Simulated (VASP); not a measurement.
Here is a VASP 6.6.1 calculation.

File INCAR:

```
PREC     = Accurate       # precision mode
ENCUT    = 600            # plane-wave cutoff, eV
EDIFF    = 1E-6           # SCF threshold, eV
ISMEAR   = -1             # smearing method
SIGMA    = 0.08           # smearing width, eV
LREAL    = False          # projectors in reciprocal space
LASPH    = True           # aspherical terms in the spheres
NELM     = 120            # most SCF steps
ALGO     = Normal         # electronic algorithm
ISIF     = 2              # what is computed and relaxed
LWAVE    = False          # write WAVECAR
LCHARG   = True           # write CHGCAR
GGA      = PE             # functional
LELF     = True           # ELF
LVHAR    = True         
NBANDS   = 15             # bands
GGA_COMPAT= False
```

The input KPOINTS:

```
regular mesh
0
Gamma
  17 17 10
```

File POSCAR:

```
Fe
1.0
    2.4098160095      0.0000000000      0.0000000000
   -1.2049080047      2.0869618826      0.0000000000
    0.0000000000      0.0000000000      3.8419344700
Fe
2
Direct
    0.3333333333      0.6666666667      0.2500000000
    0.6666666667      0.3333333333      0.7500000000
```

Potentials or basis: VASP PAW PBE potentials, release 64 (Fe).

Run with:

```sh
$ cat potpaw_PBE.64/Fe/POTCAR > POTCAR
$ mpirun -np 1 vasp_std > vasp.out
```

Task: Predict the pressure.

Result: 17.0 GPa.

Task: Estimate the band gap on the k mesh.

Result: Zero (bands 8 and 9 overlap by 2.00 eV).

Stress tensor (GPa, compression positive):
```
18.28  0.00  0.00
 0.00 18.28  0.00
 0.00  0.00 14.55
```

Caveat: the cell differs from its parent crystal (equal xx and yy strain of -1 %); the cell stands under pressure; the run has no spin polarisation, though such a crystal can be magnetic. Spin polarisation is off, so any magnetic state and its effect on volume and gap are missing.
